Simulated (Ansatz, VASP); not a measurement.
# Two plane-wave programs on MgF2

```
Mg F
1.0
     4.52958    0.00000    0.00000
     0.00000    4.52958    0.00000
     0.00000    0.00000    2.98519
Mg F
2 4
Direct
  0.00000 0.00000 0.00000
  0.50000 0.50000 0.50000
  0.30188 0.30188 0.00000
  0.19812 0.80188 0.50000
  0.80188 0.19812 0.50000
  0.69812 0.69812 0.00000
```

Change from the starting cell: hydrostatic strain -2.0%.

Alike in both runs: task single point; functional r2SCAN; k mesh 6 × 6 × 8; no spin polarisation.

```csv
,VASP,Ansatz
version,VASP 6.6.1,Ansatz 0.2.0
potentials or method,"VASP PAW PBE potentials, release 64 (Mg, F)","plane waves, PAW"
plane-wave cutoff (eV),660,500
occupations,"gaussian, width 0.01 eV",fixed
valence electrons in the cell,32,48
```

```csv
,VASP,Ansatz,Ansatz less VASP
gap on the k mesh at the Fermi level (eV),8.48,8.51,+0.035
pressure (GPa),5.8,7.3,+1.50
"traceless stress, the component that is largest in VASP (GPa)",0.34,0.43,+0.087
rms of the force components (eV/Å),0.004,0.000,-0.0042
```

VASP's potentials were made for PBE, not for r2SCAN. Atom by atom the forces differ by 0.004 eV/Å (rms over components). VASP's potentials hold 32 valence electrons a cell and Ansatz's 48, so a difference there can come from the potentials and not from the codes.
